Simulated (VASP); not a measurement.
Input of a VASP 6.6.1 run:

The input INCAR:

```
SYSTEM = IrRu
  PREC = Accurate
  ENCUT = 520
  EDIFF = 1E-6
  ISMEAR = 1
  SIGMA = 0.1
  LREAL = .False.
  LASPH = .True.
  NELM = 60
  ALGO = Normal
  ISIF = 2
  LWAVE = .False.
  LCHARG = .True.
  LELF = .True.
  LVHAR = .True.
  NBANDS = 18
```

The input KPOINTS:

```
Automatic mesh
0
Gamma
  12 12 12
  0 0 0
```

File POSCAR:

```
IrRu
1.0
    1.3111888179      0.7570154855      4.3044670931
   -1.3111888179      0.7570154855      4.3044670931
    0.0000000000     -1.5140299984      4.3044670931
Ru Ir
1 1
Direct
    0.5000000000      0.5000000000      0.5000000000
    0.0000000000      0.0000000000      0.0000000000
```

Potentials or basis: VASP PAW LDA potentials, release 64 (Ru_pv, Ir).

Launch:

```bash
$ cat potpaw_LDA.64/Ru_pv/POTCAR potpaw_LDA.64/Ir/POTCAR > POTCAR
$ mpirun -np 1 vasp_std > vasp.out
```

Question: Estimate the pressure.

Answer: 24.0 GPa.

Question: Predict the band gap on the k mesh.

Answer: Zero (an odd number of electrons rules out a gap without spin polarisation).

Stress tensor (GPa, compression positive):
```
25.18  0.00  0.00
 0.00 25.18  0.00
 0.00  0.00 21.66
```

Caveat: the cell stands under pressure; spin-orbit coupling is left out, which moves the levels of the heavy elements.
